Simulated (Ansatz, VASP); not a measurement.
# InSb in VASP and in Ansatz

```xyz
2
Lattice="3.0083 0.0000 0.0000 0.0000 3.0083 0.0000 0.0000 0.0000 6.0325" Properties=species:S:1:pos:R:3 pbc="T T T"
In    0.0000    0.0000    0.0000
Sb    0.0000    0.0000    3.0163
```

Alike in both runs: task single point; functional LDA; k mesh 14 × 14 × 8; occupations gaussian, width 0.15 eV; no spin polarisation.

|  | VASP | Ansatz |
| --- | --- | --- |
| version | VASP 6.6.1 | Ansatz 0.2.0 |
| potentials or method | VASP PAW LDA potentials, release 64 (In_d, Sb), cutoff 520 eV | scalar-relativistic, plane waves, PAW |
| valence electrons in the cell | 18 | 28 |

Ansatz gave:

```
gap on the k mesh at the Fermi level (eV) : none
pressure (GPa)                            : 0.0
```

Question: Estimate VASP's values.

Answer: gap on the k mesh at the Fermi level (eV): none; pressure (GPa): 0.1.

Ansatz warns that its potentials were made for another functional, while VASP's fit it. LDA's correlation is that of Perdew and Zunger in VASP and of Perdew and Wang (1992) in Ansatz. A gap of «none» marks a metal or a gap that the smearing closes. VASP's potentials hold 18 valence electrons a cell and Ansatz's 28, so a difference there can come from the potentials and not from the codes.

Spin-orbit coupling is off throughout.
